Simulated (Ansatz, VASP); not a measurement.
**Se in VASP and in Ansatz**

File INCAR:

```
SYSTEM = Se
PREC = Accurate ; ENCUT = 520
EDIFF = 1E-6 ; ISMEAR = -1
SIGMA = 0.03 ; LREAL = .FALSE.
LASPH = .TRUE. ; NELM = 60
ALGO = Normal ; ISIF = 2
LWAVE = .FALSE. ; LCHARG = .TRUE.
GGA = PS ; LELF = .TRUE.
LVHAR = .TRUE. ; NBANDS = 16
```

Contents of KPOINTS:

```
Automatic mesh
0
G
  6 6 5
  0 0 0
```

File POSCAR:

```
Se
1.0
    4.4535239479      0.0000000000      0.0000000000
   -2.2267619740      3.8568648753      0.0000000000
    0.0000000000      0.0000000000      4.9536000000
Se
3
Direct
    0.2254000000      0.0000000000      0.3333333333
    0.0000000000      0.2254000000      0.6666666667
    0.7746000000      0.7746000000      0.0000000000
```

Input for Ansatz:

```yaml
crystal:
  lattice:
    - [4.4535239479, 0.0, 0.0]
    - [-2.226761974, 3.8568648753, 0.0]
    - [0.0, 0.0, 4.9536]
  atoms:
    - { symbol: Se, position: [0.2254, 0.0, 0.3333333333] }
    - { symbol: Se, position: [0.0, 0.2254, 0.6666666667] }
    - { symbol: Se, position: [0.7746, 0.7746, 0.0] }
kpoints:
  mp_grid: { grid: [6, 6, 5] }
  band_path:
    path:
      - [0.0, 0.0, 0.0]
      - [0.5, 0.0, 0.0]
      - [0.3333333333, 0.3333333333, 0.0]
      - [0.0, 0.0, 0.0]
      - [0.0, 0.0, 0.5]
      - [0.5, 0.0, 0.5]
      - [0.3333333333, 0.3333333333, 0.5]
      - [0.0, 0.0, 0.5]
      - [0.5, 0.0, 0.5]
    npoints: 5
scf:
  occupations: { method: fermi_dirac, width: 0.03 }
hamiltonian:
  xc: pbesol
  pseudopotentials: { kind: all_electron, lapw: { basis_error: 0.001 } }
output:
  forces: true
  stress: true
  eigenvalues: true
```

Change from the starting cell: equal xx and yy strain of +2 %.

Alike in both runs: task single point; functional PBEsol; k mesh 6 × 6 × 5; occupations fermi-dirac, width 0.03 eV; no spin polarisation.

|  | VASP | Ansatz |
| --- | --- | --- |
| version | VASP 6.6.1 | Ansatz 0.2.0 |
| potentials or method | VASP PAW PBE potentials, release 64 (Se), cutoff 520 eV | all-electron LAPW, scalar-relativistic |

```csv
,VASP,Ansatz,Ansatz less VASP
gap on the k mesh at the Fermi level (eV),1.23,1.23,+0.007
pressure (GPa),-1.4,-1.5,-0.16
"traceless stress, the component that is largest in VASP (GPa)",0.69,0.63,-0.060
rms of the force components (eV/Å),0.030,0.056,+0.0256
```

VASP's potentials were made for PBE, not for PBEsol. Atom by atom the forces differ by 0.026 eV/Å (rms over components). Ansatz ran all-electron here, and VASP with PAW potentials.
